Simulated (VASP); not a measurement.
# La (P6_3/mmc) in VASP: a series of runs

Runs on La. Level: PBE. Tasks: electric field gradients.

All numbers are computed with VASP 6.6.1; they aren't measurements. Logs are shortened: lines on timing, memory, paths and dates and some standing lists are left out, and cuts for length are marked.

## 1. The cell of the first run

The structure is hexagonal, space group P6_3/mmc (No. 194). Conventional cell: a = 3.857 Å, b = 3.857 Å, c = 6.195 Å, α = 90.00°, β = 90.00°, γ = 120.00°. Within 5.0 Å of La (site symmetry -6m2) lie 12 La at 3.82 to 3.86 Å.

## 2. Electric field gradients, PBE (39.91 Å³/atom)

Contents of INCAR:

```
SYSTEM = La
PREC = Accurate ; ENCUT = 520
EDIFF = 1E-8 ; ISMEAR = -1
SIGMA = 0.05 ; LREAL = .FALSE.
LASPH = .TRUE. ; NELM = 60
ALGO = Normal ; ISIF = 2
LWAVE = .FALSE. ; LCHARG = .FALSE.
GGA = PE ; LEFG = .TRUE.
NBANDS = 18
```

Contents of KPOINTS:

```
regular mesh
0
G
  12 12 7
  0 0 0
```

Contents of POSCAR:

```
La
1.0
    3.8572553588      0.0000000000      0.0000000000
   -1.9286276794      3.3404811296      0.0000000000
    0.0000000000      0.0000000000      6.1952989195
La
2
Direct
    0.3333333333      0.6666666667      0.2500000000
    0.6666666667      0.3333333333      0.7500000000
```

Potentials or basis: VASP PAW PBE potentials, release 64 (La).

The run is started by

```console
$ cat potpaw_PBE.64/La/POTCAR > POTCAR
$ mpirun -np 1 vasp_std > vasp.out
```

OUTCAR:

```text
SYSTEM = La
   PREC = Accurate
   ENCUT = 520
   EDIFF = 1E-8
   ISMEAR = -1
   LREAL = .FALSE.
   LASPH = .TRUE.
   NELM = 60
   ISIF = 2
   GGA = PE

 ion  position               nearest neighbor table
   1  0.333  0.667  0.250-
   2  0.667  0.333  0.750-

  LATTYP: Found a hexagonal cell.
 ALAT       =     3.8572553588
 C/A-ratio  =     1.6061417623

  Lattice vectors:

 A1 = (   3.8572553588,   0.0000000000,   0.0000000000)
 A2 = (  -1.9286276794,   3.3404811296,   0.0000000000)
 A3 = (   0.0000000000,   0.0000000000,   6.1952989195)

Analysis of symmetry for initial positions (statically):
=====================================================================
 Subroutine PRICEL returns:
 Original cell was already a primitive cell.

 Routine SETGRP: Setting up the symmetry group for a
 hexagonal supercell.

 Subroutine GETGRP returns: Found 24 space group operations
 (whereof 12 operations were pure point group operations)
 out of a pool of 24 trial point group operations.

The static configuration has the point symmetry D_3d.
 The point group associated with its full space group is D_6h.

Analysis of symmetry for dynamics (positions and initial velocities):
=====================================================================
 Subroutine PRICEL returns:
 Original cell was already a primitive cell.

 Routine SETGRP: Setting up the symmetry group for a
 hexagonal supercell.

 Subroutine GETGRP returns: Found 24 space group operations
 (whereof 12 operations were pure point group operations)
 out of a pool of 24 trial point group operations.

The dynamic configuration has the point symmetry D_3d.
 The point group associated with its full space group is D_6h.

 Subroutine INISYM returns: Found 24 space group operations
 (whereof 12 operations are pure point group operations),
 and found     1 'primitive' translations

----------------------------------------------------------------------------------------

                                     Primitive cell

  volume of cell :      79.8270

  direct lattice vectors                    reciprocal lattice vectors
     3.857255359  0.000000000  0.000000000     0.259251698  0.149679037  0.000000000
[... 116 lines left out ...]
   LRPA    =     F    only Hartree local field effects (RPA)
 non-spin polarized calculation
  energy-cutoff  :      520.00
  volume of cell :       79.83
 maximum number of plane-waves:      2172
 NGX is ok and might be reduce to    30
   NGX = 15   NGY = 15   NGZ = 23

 number of electron      22.0000002 magnetization

 Free energy of the ion-electron system (eV)
  ---------------------------------------------------
  ext. energy  EPLUGINS =         0.00000000
  ---------------------------------------------------
  free energy    TOTEN  =        -9.71388993 eV

  energy without entropy =       -9.68120219  energy(sigma->0) =       -9.69754606

 E-fermi :   7.1859     XC(G=0):  -9.2736

 val. band max:        7.1842391729   @ k =   0.2500   0.1667   0.0000
 cond. band min:       7.1924648035   @ k =   0.2500   0.2500   0.4286
 fundamental gap:      0.0082256306
 Fermi energy:         7.1859268230

 k-point     1 :       0.0000    0.0000    0.0000
  band No.  band energies     occupation
      1     -25.7832      2.00000
      2     -25.6277      2.00000
      3     -10.0274      2.00000
      4      -9.0710      2.00000
      5      -9.0710      2.00000
      6      -8.9147      2.00000
[... 481 lines left out ...]
      5      -9.5300      2.00000
      6      -9.2494      2.00000
[... 10 lines left out ...]
     17       8.8346      0.00000
     18       8.8846      0.00000

 [... further k-points ...]
[... 5 lines left out ...]
  --------------------------------------------------------------------------------------
  -------------------------------------------------------------------------------------
  Total       -0.6607581     -0.6607581     -0.7128547      0.0000000      0.0000000      0.0000000
  in kB      -13.2618284    -13.2618284    -14.3074390      0.0000000      0.0000000      0.0000000
  external PRESSURE =     -13.6103653 kB  Pullay stress =       0.0000000 kB

 VOLUME and BASIS-vectors are now :
 -----------------------------------------------------------------------------
  energy-cutoff  :      520.00
  volume of cell :       79.83
      direct lattice vectors                 reciprocal lattice vectors
     3.857255359  0.000000000  0.000000000     0.259251698  0.149679037  0.000000000
    -1.928627679  3.340481130  0.000000000     0.000000000  0.299358075  0.000000000
     0.000000000  0.000000000  6.195298919     0.000000000  0.000000000  0.161412712

 POSITION                                       TOTAL-FORCE (eV/Angst)
 -----------------------------------------------------------------------------------
     -0.00000      2.22699      1.54882         0.000000     -0.000000      0.000000
      1.92863      1.11349      4.64647        -0.000000      0.000000      0.000000
 -----------------------------------------------------------------------------------
    total drift:                                0.000000     -0.000000      0.000000

  FREE ENERGIE OF THE ION-ELECTRON SYSTEM (eV)
  ---------------------------------------------------
  free  energy   TOTEN  =        -9.7138899317 eV

  energy  without entropy=       -9.6812021856  energy(sigma->0) =       -9.69754606

 Electric field gradients (V/A^2)
---------------------------------------------------------------------
 ion       V_xx      V_yy      V_zz      V_xy      V_xz      V_yz
---------------------------------------------------------------------
   1      -8.279    -8.279    16.558    -0.000    -0.000     0.000
   2      -8.279    -8.279    16.558    -0.000     0.000    -0.000
---------------------------------------------------------------------

 Electric field gradients after diagonalization (V/A^2)
 (convention: |V_zz| > |V_xx| > |V_yy|)
----------------------------------------------------------------------
 ion       V_xx      V_yy      V_zz     asymmetry (V_yy - V_xx)/ V_zz
----------------------------------------------------------------------
   1      -8.279    -8.279    16.558       0.000
   2      -8.279    -8.279    16.558       0.000
----------------------------------------------------------------------

           NMR quadrupolar parameters

 Cq : quadrupolar parameter    Cq=e*Q*V_zz/h
 eta: asymmetry parameters     (V_yy - V_xx)/ V_zz
 Q  : nuclear electric quadrupole moment in mb (millibarn)
----------------------------------------------------------------------
 ion       Cq(MHz)       eta       Q (mb)
----------------------------------------------------------------------
   1       0.040       0.000       1.000
   2       0.040       0.000       1.000
----------------------------------------------------------------------
```

stdout:

```text
POSCAR found type information on POSCAR La
 POSCAR found :  1 types and       2 ions
 scaLAPACK will be used
 LDA part: xc-table for (Slater+PW92), standard interpolation
 POSCAR, INCAR and KPOINTS ok, starting setup
 FFT: planning ... GRIDC
 FFT: planning ... GRID_SOFT
 FFT: planning ... GRID
 WAVECAR not read
 entering main loop
ion   1

ion   2
```

Run time: 92 s. Hardware: 1 thread of Intel Xeon 6975P-C (Granite Rapids), shared host; peak memory 0.27 GiB.

Results:

- Free energy: -9.7139 eV
- Pressure: -1.4 GPa
- Band gap on the k mesh: zero (bands 11 and 12 overlap by 1.27 eV)
- Largest electric field gradient by atom: La +16.6 V/Å²

Electric field gradients, principal values (V/Å²):
```
atom   least  middle  greatest (by size)
1 La  -8.279  -8.279              16.558
2 La  -8.279  -8.279              16.558
```

Caveat: without QUAD_EFG the Cq values of the log hold for a quadrupole moment of 1 mb, not for the nuclei; spin-orbit coupling is left out, which moves the levels of the heavy elements.

## 3. Electric field gradients, PBE (39.91 Å³/atom)

Contents of INCAR:

```
ALGO = Normal
EDIFF = 1E-8
ENCUT = 520
GGA = PE
ISIF = 2
ISMEAR = -1
LASPH = T
LCHARG = F
LEFG = T
LREAL = F
LWAVE = F
NBANDS = 18
NELM = 100
PREC = Accurate
SIGMA = 0.05
```

Contents of KPOINTS:

```
k-points
0
Gamma
  12 12 7
```

POSCAR is that of step 2.

Potentials or basis: VASP PAW PBE potentials, release 64 (La).

The run is started by

```console
$ cat potpaw_PBE.64/La/POTCAR > POTCAR
$ mpirun -np 1 vasp_std > vasp.out
```

OUTCAR:

```text
EDIFF = 1E-8
   ENCUT = 520
   GGA = PE
   ISIF = 2
   ISMEAR = -1
   LASPH = T
   LREAL = F
   NELM = 100
   PREC = Accurate

 ion  position               nearest neighbor table
   1  0.333  0.667  0.250-
   2  0.667  0.333  0.750-

  LATTYP: Found a hexagonal cell.
 ALAT       =     3.8572553588
 C/A-ratio  =     1.6061417623

  Lattice vectors:

 A1 = (   3.8572553588,   0.0000000000,   0.0000000000)
 A2 = (  -1.9286276794,   3.3404811296,   0.0000000000)
 A3 = (   0.0000000000,   0.0000000000,   6.1952989195)

Analysis of symmetry for initial positions (statically):
=====================================================================
 Subroutine PRICEL returns:
 Original cell was already a primitive cell.

 Routine SETGRP: Setting up the symmetry group for a
 hexagonal supercell.

 Subroutine GETGRP returns: Found 24 space group operations
 (whereof 12 operations were pure point group operations)
 out of a pool of 24 trial point group operations.

The static configuration has the point symmetry D_3d.
 The point group associated with its full space group is D_6h.

Analysis of symmetry for dynamics (positions and initial velocities):
=====================================================================
 Subroutine PRICEL returns:
 Original cell was already a primitive cell.

 Routine SETGRP: Setting up the symmetry group for a
 hexagonal supercell.

 Subroutine GETGRP returns: Found 24 space group operations
 (whereof 12 operations were pure point group operations)
 out of a pool of 24 trial point group operations.

The dynamic configuration has the point symmetry D_3d.
[... 151 lines left out ...]
 cond. band min:       7.1924648035   @ k =   0.2500   0.2500   0.4286
 fundamental gap:      0.0082256306
 Fermi energy:         7.1859268230

 k-point     1 :       0.0000    0.0000    0.0000
  band No.  band energies     occupation
      1     -25.7832      2.00000
      2     -25.6277      2.00000
      3     -10.0274      2.00000
      4      -9.0710      2.00000
      5      -9.0710      2.00000
      6      -8.9147      2.00000
[... 481 lines left out ...]
      5      -9.5300      2.00000
      6      -9.2494      2.00000
[... 10 lines left out ...]
     17       8.8346      0.00000
     18       8.8846      0.00000

 [... further k-points ...]
[... 5 lines left out ...]
  --------------------------------------------------------------------------------------
  -------------------------------------------------------------------------------------
  Total       -0.6607581     -0.6607581     -0.7128547      0.0000000      0.0000000      0.0000000
  in kB      -13.2618284    -13.2618284    -14.3074390      0.0000000      0.0000000      0.0000000
  external PRESSURE =     -13.6103653 kB  Pullay stress =       0.0000000 kB

 VOLUME and BASIS-vectors are now :
 -----------------------------------------------------------------------------
  energy-cutoff  :      520.00
  volume of cell :       79.83
      direct lattice vectors                 reciprocal lattice vectors
     3.857255359  0.000000000  0.000000000     0.259251698  0.149679037  0.000000000
    -1.928627679  3.340481130  0.000000000     0.000000000  0.299358075  0.000000000
     0.000000000  0.000000000  6.195298919     0.000000000  0.000000000  0.161412712

 POSITION                                       TOTAL-FORCE (eV/Angst)
 -----------------------------------------------------------------------------------
     -0.00000      2.22699      1.54882         0.000000     -0.000000      0.000000
      1.92863      1.11349      4.64647        -0.000000      0.000000      0.000000
 -----------------------------------------------------------------------------------
    total drift:                                0.000000     -0.000000      0.000000

  FREE ENERGIE OF THE ION-ELECTRON SYSTEM (eV)
  ---------------------------------------------------
  free  energy   TOTEN  =        -9.7138899317 eV

  energy  without entropy=       -9.6812021856  energy(sigma->0) =       -9.69754606

 Electric field gradients (V/A^2)
---------------------------------------------------------------------
 ion       V_xx      V_yy      V_zz      V_xy      V_xz      V_yz
---------------------------------------------------------------------
   1      -8.279    -8.279    16.558    -0.000    -0.000     0.000
   2      -8.279    -8.279    16.558    -0.000     0.000    -0.000
---------------------------------------------------------------------

 Electric field gradients after diagonalization (V/A^2)
 (convention: |V_zz| > |V_xx| > |V_yy|)
----------------------------------------------------------------------
 ion       V_xx      V_yy      V_zz     asymmetry (V_yy - V_xx)/ V_zz
----------------------------------------------------------------------
   1      -8.279    -8.279    16.558       0.000
   2      -8.279    -8.279    16.558       0.000
----------------------------------------------------------------------

           NMR quadrupolar parameters

 Cq : quadrupolar parameter    Cq=e*Q*V_zz/h
 eta: asymmetry parameters     (V_yy - V_xx)/ V_zz
 Q  : nuclear electric quadrupole moment in mb (millibarn)
----------------------------------------------------------------------
 ion       Cq(MHz)       eta       Q (mb)
----------------------------------------------------------------------
   1       0.040       0.000       1.000
   2       0.040       0.000       1.000
----------------------------------------------------------------------
```

Wall time 1.8 min (1 thread of Intel Xeon 6975P-C (Granite Rapids), shared host); peak memory 0.27 GiB.

What came out:

| Item | Value |
| --- | --- |
| Free energy | -9.7139 eV |
| Pressure | -1.4 GPa |
| Band gap on the k mesh | zero (bands 11 and 12 overlap by 1.27 eV) |
| Largest electric field gradient by atom | La +16.6 V/Å² |

Electric field gradients, principal values (V/Å²):
```tsv
atom	least	middle	greatest (by size)
1 La	-8.279	-8.279	16.558
2 La	-8.279	-8.279	16.558
```

Caveat: without QUAD_EFG the Cq values of the log hold for a quadrupole moment of 1 mb, not for the nuclei; spin-orbit coupling is left out, which moves the levels of the heavy elements.
